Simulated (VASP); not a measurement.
## Mg: single point with BLYP

Mg:

```
CELL_PARAMETERS angstrom
2.96226 0.00000 0.00000
0.00000 2.96226 0.00000
0.00000 0.00000 2.96226
ATOMIC_POSITIONS crystal
Mg 0.00000 0.00000 0.00000
```

This cell differs from its parent crystal: volume scaled by 0.88.

* Program: VASP 6.6.1
* Task: single point
* Functional: BLYP
* Potentials or basis: VASP PAW PBE potentials, release 64 (Mg)
* Cutoff: 520 eV
* k mesh: 11 × 11 × 11
* Occupations: fermi-dirac, width 0.1 eV
* Spin: no spin polarisation

| Quantity | Value |
| --- | --- |
| Pressure | 2.9 GPa |
| Band gap on the k mesh | zero (band 1 reaches 5.89 eV, above the bottom of band 2 at 1.04 eV) |

Levels at points of the mesh, in eV from the Fermi level:
```
           k point  band 1  band 2  band 3  band 4
(0.00, 0.00, 0.00)   -6.36    8.28    8.28    9.84
```

Run time: 7.9 s on 1 thread of Intel(R) Xeon(R) Platinum 8375C CPU @ 2.90GHz (Ice Lake), on a shared host, peak memory 0.14 GiB.

Caveat: the PAW data sets were made with another functional, which shifts forces and pressure a little.
